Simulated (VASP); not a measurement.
# SnO2 (R-3m) in VASP: notebook

Aim: see how the results for SnO2 move with the level of theory and the settings. Levels: LDA, PBEsol, BLYP. Tasks: single point.

Everything below comes from runs of VASP 6.6.1. Logs are shortened: lines on timing, memory, paths and dates and some standing lists are left out, and cuts for length are marked.

## Step 1: The cell of the first run

It takes space group R-3m (No. 166, trigonal). Conventional cell: a = 3.234 Å, b = 3.234 Å, c = 14.402 Å, α = 90.00°, β = 90.00°, γ = 120.00°. Within 2.8 Å of Sn (site symmetry -3m) lie 6 O at 2.13 Å. O (site symmetry 3m) has 3 Sn at 2.13 Å and 3 O at 2.76 Å within 2.8 Å.

## Step 2: Single point, LDA

INCAR reads:

```
PREC = Accurate
ENCUT = 520
EDIFF = 1E-7
ISMEAR = 0
SIGMA = 0.01
LREAL = F
LASPH = T
NELM = 80
ALGO = Normal
ISIF = 2
LWAVE = F
LCHARG = T
GGA = CA
LELF = T
LVHAR = T
NBANDS = 20
```

KPOINTS reads:

```
regular mesh
0
Gamma
  6 6 6
```

POSCAR reads:

```
SnO2
1.0
    1.6170930000      0.9336290000      4.8005930000
   -1.6170930000      0.9336290000      4.8005930000
    0.0000000000     -1.8672580000      4.8005930000
Sn O
1 2
Direct
    0.5000000000      0.5000000000      0.5000000000
    0.2371700000      0.2371700000      0.2371700000
    0.7628300000      0.7628300000      0.7628300000
```

Potentials or basis: VASP PAW LDA potentials, release 64 (Sn_d, O).

On the command line:

```console
> cat potpaw_LDA.64/Sn_d/POTCAR potpaw_LDA.64/O/POTCAR > POTCAR
> mpirun -np 1 vasp_std > vasp.out
```

OUTCAR:

```text
PREC = Accurate
   ENCUT = 520
   EDIFF = 1E-7
   ISMEAR = 0
   LREAL = F
   LASPH = T
   NELM = 80
   ISIF = 2
   GGA = CA

 ion  position               nearest neighbor table
   1  0.500  0.500  0.500-   2 2.13   3 2.13   2 2.13   2 2.13   3 2.13   3 2.13
   2  0.237  0.237  0.237-   1 2.13   1 2.13   1 2.13
   3  0.763  0.763  0.763-   1 2.13   1 2.13   1 2.13

  LATTYP: Found a trigonal (rhomboedric) cell.
 ALAT       =     5.1509558367
 COS(alpha) =     0.8028828836

  Lattice vectors:

 A1 = (   1.6170930000,   0.9336290000,   4.8005930000)
 A2 = (  -1.6170930000,   0.9336290000,   4.8005930000)
 A3 = (   0.0000000000,  -1.8672580000,   4.8005930000)

Analysis of symmetry for initial positions (statically):
=====================================================================
 Subroutine PRICEL returns:
 Original cell was already a primitive cell.

 Routine SETGRP: Setting up the symmetry group for a
 trigonal (rhombohedral) supercell.

 Subroutine GETGRP returns: Found 12 space group operations
 (whereof 12 operations were pure point group operations)
 out of a pool of 12 trial point group operations.

The static configuration has the point symmetry D_3d.

Analysis of symmetry for dynamics (positions and initial velocities):
=====================================================================
 Subroutine PRICEL returns:
 Original cell was already a primitive cell.

 Routine SETGRP: Setting up the symmetry group for a
 trigonal (rhombohedral) supercell.

 Subroutine GETGRP returns: Found 12 space group operations
 (whereof 12 operations were pure point group operations)
 out of a pool of 12 trial point group operations.

The dynamic configuration has the point symmetry D_3d.

 Subroutine INISYM returns: Found 12 space group operations
 (whereof 12 operations are pure point group operations),
 and found     1 'primitive' translations

----------------------------------------------------------------------------------------

                                     Primitive cell

  volume of cell :      43.4866

  direct lattice vectors                    reciprocal lattice vectors
     1.617093000  0.933629000  4.800593000     0.309196812  0.178514878  0.069435866
    -1.617093000  0.933629000  4.800593000    -0.309196812  0.178514878  0.069435866
     0.000000000 -1.867258000  4.800593000     0.000000000 -0.357029755  0.069435866

  length of vectors
     5.150955837  5.150955837  5.150955794     0.363719080  0.363719080  0.363719103

  position of ions in fractional coordinates (direct lattice)
     0.500000000  0.500000000  0.500000000
     0.237170000  0.237170000  0.237170000
     0.762830000  0.762830000  0.762830000

  ion indices of the primitive-cell ions
   primitive index   ion index
                 1           1
                 2           2
                 3           3

----------------------------------------------------------------------------------------

 KPOINTS: regular mesh

Automatic generation of k-mesh.
 Grid dimensions read from file:
 generate k-points for:    6    6    6

 Generating k-lattice:

  Cartesian coordinates                     Fractional coordinates (reciprocal lattice)
     0.051532802  0.029752480  0.011572644     0.166666667  0.000000000  0.000000000
    -0.051532802  0.029752480  0.011572644     0.000000000  0.166666667  0.000000000
     0.000000000 -0.059504959  0.011572644     0.000000000  0.000000000  0.166666667

  Length of vectors
     0.060619847  0.060619847  0.060619850

  Shift w.r.t. Gamma in fractional coordinates (k-lattice)
     0.000000000  0.000000000  0.000000000

 Subroutine IBZKPT returns following result:
 ===========================================

 Found     32 irreducible k-points:

 Following reciprocal coordinates:
            Coordinates               Weight
  0.000000  0.000000  0.000000      1.000000
  0.166667  0.000000  0.000000      6.000000
  0.333333  0.000000 -0.000000      6.000000
  0.500000  0.000000 -0.000000      3.000000
  0.166667  0.166667  0.000000      6.000000
  0.333333  0.166667 -0.000000     12.000000
[... 16 lines left out ...]
  0.500000  0.500000  0.166667      6.000000
 -0.333333  0.500000  0.166667     12.000000
 [... further k-points ...]
   k-points           NKPTS =     32   k-points in BZ     NKDIM =     32   number of bands    NBANDS=     20
   number of dos      NEDOS =    301   number of ions     NIONS =      3
   total plane-waves  NPLWV =  64000
   dimension x,y,z NGX =    40 NGY =   40 NGZ =   40
   dimension x,y,z NGXF=    80 NGYF=   80 NGZF=   80
   ions per type =               1   2
   NGX,Y,Z   is equivalent  to a cutoff of  12.91, 12.91, 12.91 a.u.
   NGXF,Y,Z  is equivalent  to a cutoff of  25.82, 25.82, 25.82 a.u.
 SYSTEM =  unknown system
   PREC   = accura    normal or accurate (medium, high low for compatibility)
   ISTART =      0    job   : 0-new  1-cont  2-samecut
   ICHARG =      2    charge: 1-file 2-atom 10-const
   ISPIN  =      1    spin polarized calculation?
   LNONCOLLINEAR =      F non collinear calculations
   LSORBIT =      F    spin-orbit coupling
   LASPH  =      T    aspherical Exc in radial PAW
   ENCUT  =  520.0 eV  38.22 Ry    6.18 a.u.   9.58  9.58  9.58*2*pi/ulx,y,z
   NELM   =     80;   NELMIN=  2; NELMDL= -5     # of ELM steps
   EDIFF  = 0.1E-06   stopping-criterion for ELM
   LREAL  =      F    real-space projection
   EDIFFG = 0.1E-05   stopping-criterion for IOM
   NSW    =      0    number of steps for IOM
   IBRION =     -1    ionic relax: 0-MD 1-quasi-New 2-CG
   NFREE  =      0    steps in history (QN), initial steepest desc. (CG)
   ISIF   =      2    stress and relaxation
   ISYM   =      2    0-nonsym 1-usesym 2-fastsym
   POTIM  = 0.5000    time-step for ionic-motion
   TEBEG  =    0.0;   TEEND  =   0.0 temperature during run
   PSTRESS=    0.0 pullay stress
   NELECT =      26.0000    total number of electrons
   NUPDOWN=      -1.0000    fix difference up-down
   EMIN   =  10.00;   EMAX   =-10.00  energy-range for DOS
   EFERMI =   0.00;   METHOD = LEGACY
   ISMEAR =     0;   SIGMA  =   0.01  broadening in eV -4-tet -1-fermi 0-gaus
   EFERMI_NEDOS =   21; number of points for ismear=-14 and -15
   IALGO  =     38    algorithm
   IMIX   =      4    mixing-type and parameters
     AMIX     =   0.40;   BMIX     =  1.00
     AMIX_MAG =   1.60;   BMIX_MAG =  1.00
  volume/ion in A,a.u.               =      14.50        97.82
  Fermi-wavevector in a.u.,A,eV,Ry     =   1.379158  2.606231 25.879338  1.902078
  Thomas-Fermi vector in A             =   2.504154
   LORBIT       =      0    0 simple, 1 ext, 2 COOP (PROOUT), +10 PAW based schemes
   GGA     = CA    functional components
   LHFCALC =     F    Hartree Fock is set to
   AEXX    =    0.0000 exact exchange contribution
   IVDW    =     0    specifies the selected vdW correction
   LEPSILON=     F    determine dielectric tensor
   LRPA    =     F    only Hartree local field effects (RPA)
 non-spin polarized calculation
 Gauss-broadening in eV      SIGMA  =   0.01
  energy-cutoff  :      520.00
  volume of cell :       43.49
 maximum number of plane-waves:      1188
 NGX is ok and might be reduce to    40
   NGX = 19   NGY = 19   NGZ = 19

 number of electron      26.0000004 magnetization

 Free energy of the ion-electron system (eV)
  ---------------------------------------------------
  ext. energy  EPLUGINS =         0.00000000
  ---------------------------------------------------
  free energy    TOTEN  =       -20.43658645 eV

  energy without entropy =      -20.43658645  energy(sigma->0) =      -20.43658645

 E-fermi :   3.0621     XC(G=0): -10.5620

 val. band max:        2.9916673727   @ k =  -0.1667   0.1667   0.0000
 cond. band min:       4.7596799971   @ k =   0.0000   0.0000   0.0000
 fundamental gap:      1.7680126244
 Fermi energy:         3.0620851177

 k-point     1 :       0.0000    0.0000    0.0000
  band No.  band energies     occupation
      1     -16.9067      2.00000
      2     -16.7205      2.00000
      3     -16.7205      2.00000
      4     -16.5235      2.00000
      5     -16.5235      2.00000
      6     -14.7379      2.00000
[... 12 lines left out ...]
     19      19.9121      0.00000
     20      19.9123      0.00000

 k-point     2 :       0.1667    0.0000    0.0000
  band No.  band energies     occupation
      1     -16.9402      2.00000
      2     -16.7827      2.00000
      3     -16.6686      2.00000
      4     -16.5650      2.00000
      5     -16.5213      2.00000
      6     -14.5253      2.00000
[... 12 lines left out ...]
     19      16.9924      0.00000
     20      20.0842      0.00000

 k-point     3 :       0.3333    0.0000   -0.0000
  band No.  band energies     occupation
      1     -17.3024      2.00000
      2     -16.6655      2.00000
      3     -16.6209      2.00000
      4     -16.5523      2.00000
      5     -16.4569      2.00000
      6     -13.9142      2.00000
[... 12 lines left out ...]
     19      15.5447      0.00000
     20      18.0915      0.00000

 k-point     4 :       0.5000    0.0000   -0.0000
  band No.  band energies     occupation
      1     -17.4637      2.00000
      2     -16.6754      2.00000
      3     -16.6222      2.00000
      4     -16.4866      2.00000
      5     -16.3977      2.00000
      6     -13.4688      2.00000
[... 12 lines left out ...]
     19      15.8690      0.00000
     20      16.0839      0.00000

 k-point     5 :       0.1667    0.1667    0.0000
  band No.  band energies     occupation
      1     -16.9399      2.00000
      2     -16.7825      2.00000
      3     -16.6685      2.00000
      4     -16.5652      2.00000
      5     -16.5212      2.00000
      6     -14.5208      2.00000
[... 12 lines left out ...]
     19      16.7991      0.00000
     20      20.1798      0.00000
[... 353 lines left out ...]
      6     -13.2464      2.00000
[... 12 lines left out ...]
     19      16.4950      0.00000
     20      17.4649      0.00000

 k-point    22 :      -0.1667    0.3333    0.1667
  band No.  band energies     occupation
      1     -17.3263      2.00000
      2     -16.7940      2.00000
      3     -16.6297      2.00000
      4     -16.5289      2.00000
      5     -16.4489      2.00000
      6     -13.2893      2.00000
[... 12 lines left out ...]
     19      16.0160      0.00000
     20      18.0265      0.00000

 k-point    23 :       0.5000    0.5000    0.1667
  band No.  band energies     occupation
      1     -17.3026      2.00000
      2     -16.6652      2.00000
      3     -16.6203      2.00000
      4     -16.5530      2.00000
      5     -16.4569      2.00000
      6     -13.8845      2.00000
[... 12 lines left out ...]
     19      15.3582      0.00000
     20      18.8164      0.00000

 k-point    24 :      -0.3333    0.5000    0.1667
  band No.  band energies     occupation
      1     -17.3277      2.00000
      2     -16.7943      2.00000
      3     -16.6296      2.00000
      4     -16.5290      2.00000
      5     -16.4481      2.00000
      6     -13.2567      2.00000
[... 12 lines left out ...]
     19      16.4334      0.00000
     20      18.4712      0.00000

 [... further k-points ...]
[... 5 lines left out ...]
  --------------------------------------------------------------------------------------
  -------------------------------------------------------------------------------------
  Total       -2.4663891     -2.4663887     -1.9383902      0.0000000     -0.0000000     -0.0000000
  in kB      -90.8692020    -90.8691866    -71.4161316      0.0000000     -0.0000000     -0.0000000
  external PRESSURE =     -84.3848401 kB  Pullay stress =       0.0000000 kB

 VOLUME and BASIS-vectors are now :
 -----------------------------------------------------------------------------
  energy-cutoff  :      520.00
  volume of cell :       43.49
      direct lattice vectors                 reciprocal lattice vectors
     1.617093000  0.933629000  4.800593000     0.309196812  0.178514878  0.069435866
    -1.617093000  0.933629000  4.800593000    -0.309196812  0.178514878  0.069435866
     0.000000000 -1.867258000  4.800593000     0.000000000 -0.357029755  0.069435866

 POSITION                                       TOTAL-FORCE (eV/Angst)
 -----------------------------------------------------------------------------------
      0.00000      0.00000      7.20089         0.000000      0.000000      0.000000
      0.00000      0.00000      3.41567        -0.000000      0.000000     -0.617991
      0.00000      0.00000     10.98611        -0.000000     -0.000000      0.617991
 -----------------------------------------------------------------------------------
    total drift:                                0.000000      0.000000      0.000000

  FREE ENERGIE OF THE ION-ELECTRON SYSTEM (eV)
  ---------------------------------------------------
  free  energy   TOTEN  =       -20.4365864537 eV

  energy  without entropy=      -20.4365864537  energy(sigma->0) =      -20.43658645
```

Run time: 51 s. Hardware: 1 thread of AMD EPYC 7R43 (Zen 3), shared host; peak memory 0.16 GiB.

What came out:

```
Free energy            : -20.4366 eV
Pressure               : -8.4 GPa
Largest force          : 0.618 eV/Å
Band gap on the k mesh : 1.77 eV, indirect (least direct gap 1.90 eV)
```

Forces in eV/Å, atoms in the order of the input:
```
Sn   0.000  0.000  0.000
O    0.000  0.000 -0.618
O    0.000  0.000  0.618
```

Stress tensor (GPa, compression positive):
```
-9.09  0.00  0.00
 0.00 -9.09  0.00
 0.00  0.00 -7.14
```

Levels at points of the mesh, in eV from the valence-band top:
```csv
k point,band 10,band 11,band 12,band 13,band 14,band 15,band 16,band 17
"(0.00, 0.00, 0.00)",-1.30,-0.91,-0.91,-0.13,1.77,5.49,10.74,10.74
"(0.50, 0.00, 0.00)",-2.99,-1.48,-0.61,-0.58,5.14,7.49,9.77,12.08
"(0.50, 0.50, 0.00)",-3.08,-1.15,-0.47,-0.02,4.85,6.68,10.46,10.95
"(0.50, 0.50, 0.50)",-1.36,-1.33,-0.86,-0.86,3.05,5.45,10.92,10.92
```

Caveat: spin-orbit coupling is left out, which moves the levels of the heavy elements.

## Step 3: Single point, PBEsol

INCAR reads:

```
PREC = Accurate
ENCUT = 520
EDIFF = 1E-6
ISMEAR = 0
SIGMA = 0.01
LREAL = False
LASPH = True
NELM = 60
ALGO = Normal
ISIF = 2
LWAVE = False
LCHARG = False
GGA = PS
NBANDS = 20
```

KPOINTS is that of step 2.

POSCAR is that of step 2.

Potentials or basis: VASP PAW PBE potentials, release 64 (Sn_d, O).

On the command line:

```console
> cat potpaw_PBE.64/Sn_d/POTCAR potpaw_PBE.64/O/POTCAR > POTCAR
> mpirun -np 1 vasp_std > vasp.out
```

Wall time 48 s (1 thread of AMD EPYC 7R43 (Zen 3), shared host); peak memory 0.2 GiB.

The run converged. Its results:

```
Free energy            : -19.2966 eV
Pressure               : -4.6 GPa
Largest force          : 0.347 eV/Å
Band gap on the k mesh : 1.85 eV, indirect (least direct gap 1.97 eV)
```

Forces on the atoms (eV/Å):
```
Sn   0.000  0.000  0.000
O    0.000  0.000 -0.347
O    0.000  0.000  0.347
```

Stress tensor (GPa, compression positive):
```
-5.12  0.00  0.00
 0.00 -5.12  0.00
 0.00  0.00 -3.61
```

Levels at points of the mesh, in eV from the valence-band top:
```
           k point  band 11  band 12  band 13  band 14  band 15  band 16
(0.00, 0.00, 0.00)    -0.90    -0.90    -0.12     1.85     5.57    10.87
(0.50, 0.00, 0.00)    -1.48    -0.60    -0.56     5.23     7.58     9.92
(0.50, 0.50, 0.00)    -1.15    -0.46    -0.02     4.96     6.77    10.58
(0.50, 0.50, 0.50)    -1.28    -0.85    -0.85     3.11     5.52    11.05
```

Caveat: the PAW data sets were made with another functional, which shifts forces and pressure a little; spin-orbit coupling is left out, which moves the levels of the heavy elements. A k mesh can miss the band edges.

(Continued in part 2 of 2.)
